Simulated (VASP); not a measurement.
Runs of VASP 6.6.1 on FePt. The structure is tetragonal, space group P4/mmm (No. 123). The conventional cell has a = 2.724 Å, b = 2.724 Å, c = 3.720 Å, α = 90.00°, β = 90.00°, γ = 90.00°. Fe (site symmetry 4/mmm) has 8 Pt at 2.68 Å and 4 Fe at 2.72 Å within 3.5 Å. Pt (site symmetry 4/mmm) has 8 Fe at 2.68 Å and 4 Pt at 2.72 Å within 3.5 Å. 

```csv
spin,fixed moment (μB),pressure (GPa),moment (μB)
"collinear, ferromagnetic start",3.2,-12.3,3.20
"collinear, ferromagnetic start",2.1,(b),2.10
"collinear, zero start",0.0,-27.7,0.00
"collinear, ferromagnetic start",4.2,(a),4.20
"collinear, ferromagnetic start",1.1,-25.4,1.10
```

Alike in all rows: task single point; level LDA; potentials or basis VASP PAW LDA potentials, release 64 (Fe, Pt); cell as given; k mesh 7 × 7 × 5; cutoff (eV) 600; smearing gaussian 0.1 eV.

Problem. Fill in the values left out.

Solution. (a) -3.0; (b) -20.1.

Caveats: the total moment is fixed, so each spin has its own Fermi level; the cell stands under tension (at least some runs).
